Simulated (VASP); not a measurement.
# Ru2Rh (P4/mmm) in VASP: single point with PBE

Aim: the single point of Ru2Rh with PBE.

Everything below comes from runs of VASP 6.6.1. Logs are shortened: lines on timing, memory, paths and dates and some standing lists are left out, and cuts for length are marked.

### Step 1. The cell of the first run

It takes space group P4/mmm (No. 123, tetragonal). The conventional cell has a = 2.636 Å, b = 2.636 Å, c = 5.439 Å, α = 90.00°, β = 90.00°, γ = 90.00°. Ru (site symmetry 4mm) has 5 Ru at 2.23 to 2.64 Å and 4 Rh at 2.46 Å within 2.9 Å. Within 3.2 Å of Rh (site symmetry 4/mmm) lie 8 Ru at 2.46 Å and 4 Rh at 2.64 Å.

The cell was generated, and may not be a known phase.

### Step 2. Single point, PBE

The input, INCAR:

```
SYSTEM = Ru2Rh
ALGO = Normal ; EDIFF = 1E-6
ENCUT = 620 ; GGA = PE
GGA_COMPAT = .False. ; ISIF = 2
ISMEAR = 0 ; LASPH = .True.
LCHARG = .True. ; LELF = .True.
LREAL = .False. ; LVHAR = .True.
LWAVE = .False. ; NBANDS = 32
NELM = 120 ; PREC = Accurate
SIGMA = 0.1
```

The input, KPOINTS:

```
k-points
0
Gamma
  6 6 4
  0 0 0
```

The input, POSCAR:

```
Ru2Rh
1.0
    2.6359851800      0.0000000000      0.0000000000
    0.0000000000      2.6359851800      0.0000000000
    0.0000000000      0.0000000000      5.4386991000
Ru Rh
2 1
Direct
    0.5000000000      0.5000000000      0.2949999900
    0.5000000000      0.5000000000      0.7050000100
    0.0000000000      0.0000000000      0.0000000000
```

Potentials or basis: VASP PAW PBE potentials, release 64 (Ru_sv, Rh_sv_GW).

On the command line:

```console
$ cat potpaw_PBE.64/Ru_sv/POTCAR potpaw_PBE.64/Rh_sv_GW/POTCAR > POTCAR
$ mpirun -np 1 vasp_std > vasp.out
```

OUTCAR:

```text
SYSTEM = Ru2Rh
   EDIFF = 1E-6
   ENCUT = 620
   GGA = PE
   ISIF = 2
   ISMEAR = 0
   LASPH = .True.
   LREAL = .False.
   NELM = 120
   PREC = Accurate

 ion  position               nearest neighbor table
   1  0.500  0.500  0.295-   2 2.23   3 2.46   3 2.46   3 2.46   3 2.46
   2  0.500  0.500  0.705-   1 2.23   3 2.46   3 2.46   3 2.46   3 2.46
   3  0.000  0.000  0.000-   1 2.46   2 2.46   1 2.46   2 2.46   1 2.46   2 2.46   1 2.46   2 2.46

  LATTYP: Found a simple tetragonal cell.
 ALAT       =     2.6359851800
 C/A-ratio  =     2.0632510157

  Lattice vectors:

 A1 = (   2.6359851800,   0.0000000000,   0.0000000000)
 A2 = (   0.0000000000,   2.6359851800,   0.0000000000)
 A3 = (   0.0000000000,   0.0000000000,   5.4386991000)

Analysis of symmetry for initial positions (statically):
=====================================================================
 Subroutine PRICEL returns:
 Original cell was already a primitive cell.

 Routine SETGRP: Setting up the symmetry group for a
 simple tetragonal supercell.

 Subroutine GETGRP returns: Found 16 space group operations
 (whereof 16 operations were pure point group operations)
 out of a pool of 16 trial point group operations.

The static configuration has the point symmetry D_4h.

Analysis of symmetry for dynamics (positions and initial velocities):
=====================================================================
 Subroutine PRICEL returns:
 Original cell was already a primitive cell.

 Routine SETGRP: Setting up the symmetry group for a
 simple tetragonal supercell.

 Subroutine GETGRP returns: Found 16 space group operations
 (whereof 16 operations were pure point group operations)
 out of a pool of 16 trial point group operations.

The dynamic configuration has the point symmetry D_4h.

 Subroutine INISYM returns: Found 16 space group operations
 (whereof 16 operations are pure point group operations),
 and found     1 'primitive' translations

----------------------------------------------------------------------------------------

                                     Primitive cell

  volume of cell :      37.7904

  direct lattice vectors                    reciprocal lattice vectors
     2.635985180  0.000000000  0.000000000     0.379364804  0.000000000  0.000000000
     0.000000000  2.635985180  0.000000000     0.000000000  0.379364804  0.000000000
     0.000000000  0.000000000  5.438699100     0.000000000  0.000000000  0.183867499

  length of vectors
     2.635985180  2.635985180  5.438699100     0.379364804  0.379364804  0.183867499

  position of ions in fractional coordinates (direct lattice)
     0.500000000  0.500000000  0.294999990
     0.500000000  0.500000000  0.705000010
     0.000000000  0.000000000  0.000000000

  ion indices of the primitive-cell ions
   primitive index   ion index
                 1           1
                 2           2
                 3           3

----------------------------------------------------------------------------------------

 KPOINTS: k-points

Automatic generation of k-mesh.
 Grid dimensions read from file:
 generate k-points for:    6    6    4

 Generating k-lattice:

  Cartesian coordinates                     Fractional coordinates (reciprocal lattice)
     0.063227467  0.000000000  0.000000000     0.166666667  0.000000000  0.000000000
     0.000000000  0.063227467  0.000000000     0.000000000  0.166666667  0.000000000
     0.000000000  0.000000000  0.045966875     0.000000000  0.000000000  0.250000000

  Length of vectors
     0.063227467  0.063227467  0.045966875

  Shift w.r.t. Gamma in fractional coordinates (k-lattice)
     0.000000000  0.000000000  0.000000000

 Subroutine IBZKPT returns following result:
 ===========================================

 Found     30 irreducible k-points:

 Following reciprocal coordinates:
            Coordinates               Weight
  0.000000  0.000000  0.000000      1.000000
  0.166667  0.000000  0.000000      4.000000
  0.333333  0.000000  0.000000      4.000000
  0.500000  0.000000  0.000000      2.000000
  0.166667  0.166667  0.000000      4.000000
  0.333333  0.166667  0.000000      8.000000
[... 16 lines left out ...]
  0.333333  0.000000  0.500000      4.000000
  0.500000  0.000000  0.500000      2.000000
 [... further k-points ...]
   k-points           NKPTS =     30   k-points in BZ     NKDIM =     30   number of bands    NBANDS=     32
   number of dos      NEDOS =    301   number of ions     NIONS =      3
   total plane-waves  NPLWV =  27648
   dimension x,y,z NGX =    24 NGY =   24 NGZ =   48
   dimension x,y,z NGXF=    48 NGYF=   48 NGZF=   96
   ions per type =               2   1
   NGX,Y,Z   is equivalent  to a cutoff of  15.14, 15.14, 14.67 a.u.
   NGXF,Y,Z  is equivalent  to a cutoff of  30.27, 30.27, 29.34 a.u.
 SYSTEM =  Ru2Rh
   PREC   = accura    normal or accurate (medium, high low for compatibility)
   ISTART =      0    job   : 0-new  1-cont  2-samecut
   ICHARG =      2    charge: 1-file 2-atom 10-const
   ISPIN  =      1    spin polarized calculation?
   LNONCOLLINEAR =      F non collinear calculations
   LSORBIT =      F    spin-orbit coupling
   LASPH  =      T    aspherical Exc in radial PAW
   ENCUT  =  620.0 eV  45.57 Ry    6.75 a.u.   5.35  5.35 11.04*2*pi/ulx,y,z
   NELM   =    120;   NELMIN=  2; NELMDL= -5     # of ELM steps
   EDIFF  = 0.1E-05   stopping-criterion for ELM
   LREAL  =      F    real-space projection
   EDIFFG = 0.1E-04   stopping-criterion for IOM
   NSW    =      0    number of steps for IOM
   IBRION =     -1    ionic relax: 0-MD 1-quasi-New 2-CG
   NFREE  =      0    steps in history (QN), initial steepest desc. (CG)
   ISIF   =      2    stress and relaxation
   ISYM   =      2    0-nonsym 1-usesym 2-fastsym
   POTIM  = 0.5000    time-step for ionic-motion
   TEBEG  =    0.0;   TEEND  =   0.0 temperature during run
   PSTRESS=    0.0 pullay stress
   NELECT =      49.0000    total number of electrons
   NUPDOWN=      -1.0000    fix difference up-down
   EMIN   =  10.00;   EMAX   =-10.00  energy-range for DOS
   EFERMI =   0.00;   METHOD = LEGACY
   ISMEAR =     0;   SIGMA  =   0.10  broadening in eV -4-tet -1-fermi 0-gaus
   EFERMI_NEDOS =   21; number of points for ismear=-14 and -15
   IALGO  =     38    algorithm
   IMIX   =      4    mixing-type and parameters
     AMIX     =   0.40;   BMIX     =  1.00
     AMIX_MAG =   1.60;   BMIX_MAG =  1.00
  volume/ion in A,a.u.               =      12.60        85.01
  Fermi-wavevector in a.u.,A,eV,Ry     =   1.785171  3.373484 43.359539  3.186836
  Thomas-Fermi vector in A             =   2.849009
   LORBIT       =      0    0 simple, 1 ext, 2 COOP (PROOUT), +10 PAW based schemes
   GGA     = PE    functional components
   LHFCALC =     F    Hartree Fock is set to
   AEXX    =    0.0000 exact exchange contribution
   IVDW    =     0    specifies the selected vdW correction
   LEPSILON=     F    determine dielectric tensor
   LRPA    =     F    only Hartree local field effects (RPA)
 non-spin polarized calculation
 Gauss-broadening in eV      SIGMA  =   0.10
  energy-cutoff  :      620.00
  volume of cell :       37.79
 maximum number of plane-waves:      1343
 NGX is ok and might be reduce to    24
   NGX = 11   NGY = 11   NGZ = 23

 number of electron      48.9999993 magnetization

 Free energy of the ion-electron system (eV)
  ---------------------------------------------------
  ext. energy  EPLUGINS =         0.00000000
  ---------------------------------------------------
  free energy    TOTEN  =       -21.94206861 eV

  energy without entropy =      -21.91381817  energy(sigma->0) =      -21.92794339

 E-fermi :  15.5906     XC(G=0): -14.5750

 val. band max:       15.5904259172   @ k =   0.5000   0.5000   0.2500
 cond. band min:      15.5937390809   @ k =   0.3333   0.1667   0.5000
 fundamental gap:      0.0033131637
 Fermi energy:        15.5905637682

 k-point     1 :       0.0000    0.0000    0.0000
  band No.  band energies     occupation
      1     -64.1279      2.00000
      2     -57.7145      2.00000
      3     -57.4860      2.00000
      4     -32.1328      2.00000
      5     -31.8415      2.00000
      6     -31.8415      2.00000
[... 24 lines left out ...]
     31      29.0379      0.00000
     32      29.0379      0.00000

 k-point     2 :       0.1667    0.0000    0.0000
  band No.  band energies     occupation
      1     -64.1139      2.00000
      2     -57.6975      2.00000
      3     -57.4673      2.00000
      4     -32.1246      2.00000
      5     -31.9868      2.00000
      6     -31.8254      2.00000
[... 24 lines left out ...]
     31      26.5550      0.00000
     32      30.7933      0.00000

 k-point     3 :       0.3333    0.0000    0.0000
  band No.  band energies     occupation
      1     -64.0855      2.00000
      2     -57.6635      2.00000
      3     -57.4297      2.00000
      4     -32.2650      2.00000
      5     -32.1112      2.00000
      6     -31.7930      2.00000
[... 24 lines left out ...]
     31      22.8282      0.00000
     32      29.3097      0.00000

 k-point     4 :       0.5000    0.0000    0.0000
  band No.  band energies     occupation
      1     -64.0713      2.00000
      2     -57.6464      2.00000
      3     -57.4108      2.00000
      4     -32.3990      2.00000
      5     -32.1062      2.00000
      6     -31.7768      2.00000
[... 24 lines left out ...]
     31      21.3342      0.00000
     32      27.9844      0.00000

 k-point     5 :       0.1667    0.1667    0.0000
  band No.  band energies     occupation
      1     -64.1001      2.00000
      2     -57.6801      2.00000
      3     -57.4488      2.00000
      4     -32.1114      2.00000
      5     -31.9760      2.00000
      6     -31.9614      2.00000
[... 584 lines left out ...]
     31      28.5612      0.00000
     32      30.6930      0.00000

 k-point    22 :       0.1667    0.0000    0.5000
  band No.  band energies     occupation
      1     -64.1138      2.00000
      2     -57.7007      2.00000
      3     -57.4642      2.00000
      4     -32.1397      2.00000
      5     -31.9804      2.00000
      6     -31.8251      2.00000
[... 24 lines left out ...]
     31      28.5994      0.00000
     32      29.4253      0.00000

 k-point    23 :       0.3333    0.0000    0.5000
  band No.  band energies     occupation
      1     -64.0855      2.00000
      2     -57.6618      2.00000
      3     -57.4316      2.00000
      4     -32.2500      2.00000
      5     -32.1176      2.00000
      6     -31.7930      2.00000
[... 24 lines left out ...]
     31      24.5868      0.00000
     32      28.1538      0.00000

 k-point    24 :       0.5000    0.0000    0.5000
  band No.  band energies     occupation
      1     -64.0713      2.00000
      2     -57.6423      2.00000
      3     -57.4152      2.00000
      4     -32.3808      2.00000
      5     -32.1087      2.00000
      6     -31.7767      2.00000
[... 24 lines left out ...]
     31      21.4566      0.00000
     32      30.6219      0.00000

 [... further k-points ...]

------------------------ aborting loop because EDIFF is reached ----------------------------------------

  FORCE on cell =-STRESS in cart. coord.  units (eV):
  Direction    XX          YY          ZZ          XY          YZ          ZX
  --------------------------------------------------------------------------------------
  -------------------------------------------------------------------------------------
  Total       15.5264662     15.5264662     20.4330802      0.0000000     -0.0000000      0.0000000
  in kB      658.2672421    658.2672421    866.2903186      0.0000000     -0.0000000      0.0000000
  external PRESSURE =     727.6082676 kB  Pullay stress =       0.0000000 kB

 VOLUME and BASIS-vectors are now :
 -----------------------------------------------------------------------------
  energy-cutoff  :      620.00
  volume of cell :       37.79
      direct lattice vectors                 reciprocal lattice vectors
     2.635985180  0.000000000  0.000000000     0.379364804  0.000000000  0.000000000
     0.000000000  2.635985180  0.000000000     0.000000000  0.379364804  0.000000000
     0.000000000  0.000000000  5.438699100     0.000000000  0.000000000  0.183867499

 POSITION                                       TOTAL-FORCE (eV/Angst)
 -----------------------------------------------------------------------------------
      1.31799      1.31799      1.60442        -0.000000      0.000000      3.183791
      1.31799      1.31799      3.83428         0.000000      0.000000     -3.183791
      0.00000      0.00000      0.00000        -0.000000     -0.000000      0.000000
 -----------------------------------------------------------------------------------
    total drift:                                0.000000     -0.000000      0.000000

  FREE ENERGIE OF THE ION-ELECTRON SYSTEM (eV)
  ---------------------------------------------------
  free  energy   TOTEN  =       -21.9420686079 eV

  energy  without entropy=      -21.9138181729  energy(sigma->0) =      -21.92794339
```

Run time: 28 s. Hardware: 1 thread of Intel Xeon 6975P-C (Granite Rapids), shared host; peak memory 0.21 GiB.

Results:

```
Free energy            : -21.9421 eV
Pressure               : 72.8 GPa
Largest force          : 3.184 eV/Å
Band gap on the k mesh : zero (an odd number of electrons rules out a gap without spin polarisation)
```

Forces in eV/Å, atoms in the order of the input:
```
Ru   0.000  0.000  3.184
Ru   0.000  0.000 -3.184
Rh   0.000  0.000  0.000
```

Stress tensor (GPa, compression positive):
```
65.83  0.00  0.00
 0.00 65.83  0.00
 0.00  0.00 86.63
```

Caveat: the k points lie up to 0.40 Å⁻¹ apart, too coarse for converged energies and pressures of a metal; forces of over 1 eV/Å act on the atoms, so gaps and moduli don't describe the material at rest.
